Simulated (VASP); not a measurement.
# Si4Ru in VASP: further runs, part 2 of 2

VASP 6.6.1. Earlier steps stand in the parts before.

**3. Single point, PBE**

This run uses another cell than the first one: it holds 10 atoms, not 5.

INCAR

```
SYSTEM = Si4Ru
ALGO = Normal
EDIFF = 1E-7
ENCUT = 520
GGA = PE
ISIF = 2
ISMEAR = 0
LASPH = .TRUE.
LCHARG = .FALSE.
LREAL = .FALSE.
LWAVE = .FALSE.
NBANDS = 41
NELM = 80
PREC = Accurate
SIGMA = 0.2
```

KPOINTS

```
k-points
0
G
  4 4 4
  0 0 0
```

POSCAR

```
Si4Ru
1.0
   -3.7412898854      3.7412898854      2.7873804975
    3.7412898854     -3.7412898854      2.7873804975
    3.7412898854      3.7412898854     -2.7873804975
Si Ru
8 2
Direct
    0.4760739319      0.7500026765      0.7260712553
    0.0239314212      0.7500026765      0.2739287447
    0.7500026765      0.0239314212      0.2739287447
    0.7500026765      0.4760739319      0.7260712553
    0.9760685788      0.2499973235      0.7260712553
    0.5239260681      0.2499973235      0.2739287447
    0.2499973235      0.9760685788      0.7260712553
    0.2499973235      0.5239260681      0.2739287447
    0.5000000000      0.5000000000      0.0000000000
    0.0000000000      0.0000000000      0.0000000000
```

Potentials or basis: VASP PAW PBE potentials, release 64 (Si, Ru_pv).

Started as:

```sh
$ cat potpaw_PBE.64/Si/POTCAR potpaw_PBE.64/Ru_pv/POTCAR > POTCAR
$ mpirun -np 1 vasp_std > vasp.out
```

OUTCAR:

```text
SYSTEM = Si4Ru
   EDIFF = 1E-7
   ENCUT = 520
   GGA = PE
   ISIF = 2
   ISMEAR = 0
   LASPH = .TRUE.
   LREAL = .FALSE.
   NELM = 80
   PREC = Accurate

 ion  position               nearest neighbor table
   1  0.476  0.750  0.726-   8 2.39   7 2.39  10 2.48   9 2.48   5 2.79   5 2.79   4 2.90   3 2.90

   2  0.024  0.750  0.274-   7 2.39   8 2.39  10 2.48   9 2.48   6 2.79   6 2.79   3 2.90   4 2.90

   3  0.750  0.024  0.274-   5 2.39   6 2.39  10 2.48   9 2.48   8 2.79   8 2.79   2 2.90   1 2.90
[... 11 lines left out ...]
   9  0.500  0.500  0.000-   1 2.48   4 2.48   6 2.48   8 2.48   2 2.48   3 2.48   7 2.48   5 2.48
                            10 2.79  10 2.79
  10  0.000  0.000  0.000-   6 2.48   8 2.48   4 2.48   1 2.48   5 2.48   7 2.48   2 2.48   3 2.48
                             9 2.79   9 2.79

  LATTYP: Found a body centered tetragonal cell.
 ALAT       =     7.4825797708
 C/A-ratio  =     0.7450319496

  Lattice vectors:

 A1 = (  -3.7412898854,   3.7412898854,   2.7873804975)
 A2 = (   3.7412898854,  -3.7412898854,   2.7873804975)
 A3 = (   3.7412898854,   3.7412898854,  -2.7873804975)

Analysis of symmetry for initial positions (statically):
=====================================================================
 Subroutine PRICEL returns following result:

  LATTYP: Found a simple tetragonal cell.
 ALAT       =     5.2909828967
 C/A-ratio  =     0.5268171438

  Lattice vectors:

 A1 = (   3.7412898854,  -3.7412898854,   0.0000000000)
 A2 = (   3.7412898854,   3.7412898854,   0.0000000000)
 A3 = (   0.0000000000,   0.0000000000,   2.7873804975)

   2 primitive cells build up your supercell.

 Routine SETGRP: Setting up the symmetry group for a
 body centered tetragonal supercell.

 Subroutine GETGRP returns: Found 16 space group operations
 (whereof 16 operations were pure point group operations)
 out of a pool of 16 trial point group operations.

The static configuration has the point symmetry D_4h.

Analysis of symmetry for dynamics (positions and initial velocities):
=====================================================================
 Subroutine PRICEL returns following result:

  LATTYP: Found a simple tetragonal cell.
 ALAT       =     5.2909828967
 C/A-ratio  =     0.5268171438

  Lattice vectors:

 A1 = (   3.7412898854,  -3.7412898854,   0.0000000000)
 A2 = (   3.7412898854,   3.7412898854,   0.0000000000)
 A3 = (   0.0000000000,   0.0000000000,   2.7873804975)

   2 primitive cells build up your supercell.

 Routine SETGRP: Setting up the symmetry group for a
 body centered tetragonal supercell.

 Subroutine GETGRP returns: Found 16 space group operations
 (whereof 16 operations were pure point group operations)
 out of a pool of 16 trial point group operations.

The dynamic configuration has the point symmetry D_4h.

 Subroutine INISYM returns: Found 16 space group operations
 (whereof 16 operations are pure point group operations),
 and found     2 'primitive' translations

----------------------------------------------------------------------------------------

[... 63 lines left out ...]
 -0.250000  0.250000  0.250000      4.000000
  0.500000  0.500000  0.250000      4.000000
 -0.250000  0.500000  0.250000      8.000000
 -0.250000 -0.250000  0.250000      2.000000
  0.500000  0.500000  0.500000      1.000000
   k-points           NKPTS =     13   k-points in BZ     NKDIM =     13   number of bands    NBANDS=     41
   number of dos      NEDOS =    301   number of ions     NIONS =     10
   total plane-waves  NPLWV = 110592
   dimension x,y,z NGX =    48 NGY =   48 NGZ =   48
   dimension x,y,z NGXF=    96 NGYF=   96 NGZF=   96
   ions per type =               8   2
   NGX,Y,Z   is equivalent  to a cutoff of  13.34, 13.34, 13.34 a.u.
   NGXF,Y,Z  is equivalent  to a cutoff of  26.69, 26.69, 26.69 a.u.
 SYSTEM =  Si4Ru
   PREC   = accura    normal or accurate (medium, high low for compatibility)
   ISTART =      0    job   : 0-new  1-cont  2-samecut
   ICHARG =      2    charge: 1-file 2-atom 10-const
   ISPIN  =      1    spin polarized calculation?
   LNONCOLLINEAR =      F non collinear calculations
   LSORBIT =      F    spin-orbit coupling
   LASPH  =      T    aspherical Exc in radial PAW
   ENCUT  =  520.0 eV  38.22 Ry    6.18 a.u.  11.12 11.12 11.12*2*pi/ulx,y,z
   NELM   =     80;   NELMIN=  2; NELMDL= -5     # of ELM steps
   EDIFF  = 0.1E-06   stopping-criterion for ELM
   LREAL  =      F    real-space projection
   EDIFFG = 0.1E-05   stopping-criterion for IOM
   NSW    =      0    number of steps for IOM
   IBRION =     -1    ionic relax: 0-MD 1-quasi-New 2-CG
   NFREE  =      0    steps in history (QN), initial steepest desc. (CG)
   ISIF   =      2    stress and relaxation
   ISYM   =      2    0-nonsym 1-usesym 2-fastsym
   POTIM  = 0.5000    time-step for ionic-motion
   TEBEG  =    0.0;   TEEND  =   0.0 temperature during run
   PSTRESS=    0.0 pullay stress
   NELECT =      60.0000    total number of electrons
   NUPDOWN=      -1.0000    fix difference up-down
   EMIN   =  10.00;   EMAX   =-10.00  energy-range for DOS
   EFERMI =   0.00;   METHOD = LEGACY
   ISMEAR =     0;   SIGMA  =   0.20  broadening in eV -4-tet -1-fermi 0-gaus
   EFERMI_NEDOS =   21; number of points for ismear=-14 and -15
   IALGO  =     38    algorithm
   IMIX   =      4    mixing-type and parameters
     AMIX     =   0.40;   BMIX     =  1.00
     AMIX_MAG =   1.60;   BMIX_MAG =  1.00
  volume/ion in A,a.u.               =      15.61       105.32
  Fermi-wavevector in a.u.,A,eV,Ry     =   1.190398  2.249526 19.280107  1.417048
  Thomas-Fermi vector in A             =   2.326484
   LORBIT       =      0    0 simple, 1 ext, 2 COOP (PROOUT), +10 PAW based schemes
   GGA     = PE    functional components
   LHFCALC =     F    Hartree Fock is set to
   AEXX    =    0.0000 exact exchange contribution
   IVDW    =     0    specifies the selected vdW correction
   LEPSILON=     F    determine dielectric tensor
   LRPA    =     F    only Hartree local field effects (RPA)
 non-spin polarized calculation
 Gauss-broadening in eV      SIGMA  =   0.20
  energy-cutoff  :      520.00
  volume of cell :      156.06
 maximum number of plane-waves:      4222
 NGX is ok and might be reduce to    48

 number of electron      59.9999995 magnetization

 Free energy of the ion-electron system (eV)
  ---------------------------------------------------
  ext. energy  EPLUGINS =         0.00000000
  ---------------------------------------------------
  free energy    TOTEN  =       -63.88587998 eV

  energy without entropy =      -63.82039780  energy(sigma->0) =      -63.85313889

 E-fermi :   8.9776     XC(G=0): -11.1457

 val. band max:        8.9694750154   @ k =  -0.2500   0.5000   0.2500
 cond. band min:       8.9892435139   @ k =   0.5000   0.0000  -0.0000
 fundamental gap:      0.0197684985
 Fermi energy:         8.9776055393

 k-point     1 :       0.0000    0.0000    0.0000
  band No.  band energies     occupation
      1     -34.0698      2.00000
      2     -33.6491      2.00000
      3     -33.6479      2.00000
      4     -33.6479      2.00000
      5     -33.5980      2.00000
      6     -33.5980      2.00000
[... 561 lines left out ...]
     40      13.1587      0.00000
     41      13.1588      0.00000

------------------------ aborting loop because EDIFF is reached ----------------------------------------

  FORCE on cell =-STRESS in cart. coord.  units (eV):
  Direction    XX          YY          ZZ          XY          YZ          ZX
  --------------------------------------------------------------------------------------
  -------------------------------------------------------------------------------------
  Total        0.0586302      0.0586302     -0.0733442      0.0000000      0.0000000      0.0000000
  in kB        0.6019125      0.6019125     -0.7529699      0.0000000      0.0000000      0.0000000
  external PRESSURE =       0.1502850 kB  Pullay stress =       0.0000000 kB

 VOLUME and BASIS-vectors are now :
 -----------------------------------------------------------------------------
  energy-cutoff  :      520.00
  volume of cell :      156.06
      direct lattice vectors                 reciprocal lattice vectors
    -3.741289885  3.741289885  2.787380498     0.000000000  0.133643747  0.179379887
     3.741289885 -3.741289885  2.787380498     0.133643747  0.000000000  0.179379887
     3.741289885  3.741289885 -2.787380498     0.133643747  0.133643747  0.000000000

 POSITION                                       TOTAL-FORCE (eV/Angst)
 -----------------------------------------------------------------------------------
      3.74129      1.69160      1.39371         0.000000     -0.012272     -0.000000
      3.74129     -1.69160      1.39371        -0.000000      0.012272      0.000000
     -1.69160      3.74129      1.39371         0.012272     -0.000000      0.000000
      1.69160      3.74129      1.39371        -0.012272     -0.000000      0.000000
     -0.00000      5.43289      1.39368         0.000000     -0.012272     -0.000000
      0.00000      2.04969      1.39368        -0.000000      0.012272      0.000000
      5.43289     -0.00000      1.39368        -0.012272     -0.000000     -0.000000
      2.04969      0.00000      1.39368         0.012272     -0.000000     -0.000000
      0.00000      0.00000      2.78738         0.000000     -0.000000     -0.000000
      0.00000      0.00000      0.00000        -0.000000     -0.000000     -0.000000
 -----------------------------------------------------------------------------------
    total drift:                                0.000000      0.000000     -0.000000

  FREE ENERGIE OF THE ION-ELECTRON SYSTEM (eV)
  ---------------------------------------------------
  free  energy   TOTEN  =       -63.8858799763 eV

  energy  without entropy=      -63.8203978023  energy(sigma->0) =      -63.85313889
```

It took 2.7 min on 1 thread of Intel Xeon Platinum 8488C (Sapphire Rapids), shared host; peak memory 0.34 GiB.

Results:

| Quantity | Value |
| --- | --- |
| Free energy | -63.8859 eV |
| Pressure | 0.0 GPa |
| Largest force | 0.012 eV/Å |
| Band gap on the k mesh | zero (band 30 reaches 9.23 eV, above the bottom of band 31 at 8.68 eV) |

Forces in eV/Å, atoms in the order of the input:
```
Si   0.000 -0.012  0.000
Si   0.000  0.012  0.000
Si   0.012  0.000  0.000
Si  -0.012  0.000  0.000
Si   0.000 -0.012  0.000
Si   0.000  0.012  0.000
Si  -0.012  0.000  0.000
Si   0.012  0.000  0.000
Ru   0.000  0.000  0.000
Ru   0.000  0.000  0.000
```

Stress tensor (GPa, compression positive):
```
 0.06  0.00  0.00
 0.00  0.06  0.00
 0.00  0.00 -0.08
```

**4. Single point, PBE**

This run uses another cell than the first one: it holds 10 atoms, not 5.

INCAR

```
  ALGO = Normal
  EDIFF = 1E-7
  ENCUT = 520
  GGA = PE
  ISIF = 2
  ISMEAR = 0
  LASPH = True
  LCHARG = False
  LREAL = False
  LWAVE = False
  NBANDS = 41
  NELM = 60
  PREC = Accurate
  SIGMA = 0.2
```

KPOINTS

```
k-points
0
Gamma
  4 4 4
```

POSCAR

```
Si4Ru
1.0
    5.2914665499     -0.0001253320      0.0009343227
   -0.0001329336      5.2921069358      0.0004416212
    0.0009524691      0.0004409806      5.5779964106
Si Ru
8 2
Direct
    0.2739936784      0.7258792407      0.2503335012
    0.2740219091      0.7259662203      0.7499011843
    0.7260113671      0.2741026512      0.2499986325
    0.7259862070      0.2740832094      0.7502170823
    0.2740506781      0.2739870358      0.2495472008
    0.2739931338      0.2740055026      0.7497668954
    0.7258990761      0.7259857937      0.2501636197
    0.7259489369      0.7260265608      0.7500403229
    0.0001935641      0.9995779034      0.0000300148
   -0.0000985505      1.0003858819      0.5000015460
```

Started as:

```sh
$ cat potpaw_PBE.64/Si/POTCAR potpaw_PBE.64/Ru_pv/POTCAR > POTCAR
$ mpirun -np 1 vasp_std > vasp.out
```

Wall time 4.6 min (1 thread of Intel Xeon Platinum 8488C (Sapphire Rapids), shared host); peak memory 0.33 GiB.

Results (log left out):

| Property | Result |
| --- | --- |
| Free energy | -63.8698 eV |
| Pressure | 0.0 GPa |
| Largest force | 0.013 eV/Å |
| Band gap on the k mesh | zero (band 30 reaches 9.32 eV, above the bottom of band 31 at 8.57 eV) |

Forces in eV/Å, atoms in the order of the input:
```
Si  -0.007  0.007 -0.005
Si  -0.006  0.004  0.000
Si   0.006 -0.008 -0.003
Si   0.006 -0.007  0.000
Si  -0.004 -0.005  0.006
Si  -0.003 -0.003  0.004
Si   0.009  0.007  0.000
Si   0.007  0.004  0.000
Ru  -0.008  0.010 -0.003
Ru  -0.001 -0.008  0.001
```

Stress tensor (GPa, compression positive):
```
 0.10  0.01 -0.02
 0.01  0.08  0.00
-0.02  0.00 -0.10
```

Levels at points of the mesh, in eV from the Fermi level:
```csv
k point,band 26,band 27,band 28,band 29,band 30,band 31,band 32,band 33,band 34,band 35
"(0.00, 0.00, 0.00)",-2.67,-2.31,-1.39,-1.39,-0.76,-0.33,0.38,1.57,2.79,3.27
"(0.50, 0.00, 0.00)",-1.54,-1.43,-1.38,-1.16,-0.86,0.98,1.08,2.38,2.45,2.61
"(0.00, 0.50, 0.00)",-1.55,-1.43,-1.38,-1.16,-0.86,0.98,1.08,2.38,2.45,2.61
"(0.50, 0.50, 0.00)",-1.42,-1.17,-1.10,-0.59,-0.59,1.07,1.27,1.28,2.05,2.41
"(0.00, 0.00, 0.50)",-0.80,-0.41,-0.41,-0.38,-0.38,-0.37,-0.37,1.56,1.56,3.44
"(0.50, 0.00, 0.50)",-1.86,-1.70,-1.70,-1.29,-1.29,1.28,1.28,1.62,1.62,2.72
"(0.00, 0.50, 0.50)",-1.86,-1.70,-1.70,-1.29,-1.29,1.28,1.28,1.62,1.62,2.72
"(0.50, 0.50, 0.50)",-0.25,0.22,0.22,0.23,0.23,0.33,0.34,2.26,2.27,2.27
```

**5. Overview**

```csv
cell,k mesh,smearing,gap on the mesh (eV),pressure (GPa),largest force (eV/Å)
"a = 5.446, b = 5.446, c = 2.898 Å, 5 atoms",6 × 6 × 12,gaussian 0.1 eV,none,-11.4,-
"a = 5.980 Å, angles 102.5, 102.5, 124.4°, 10 atoms",4 × 4 × 4,gaussian 0.2 eV,none,0.0,0.01
"a = 5.291, b = 5.292, c = 5.578 Å, 10 atoms",4 × 4 × 4,gaussian 0.2 eV,none,0.0,0.01
```

Alike in all rows: task single point; level PBE; potentials or basis VASP PAW PBE potentials, release 64 (Si, Ru_pv); no spin polarisation; cutoff (eV) 520.

Absolute energies hang on the potentials; compare differences alone.
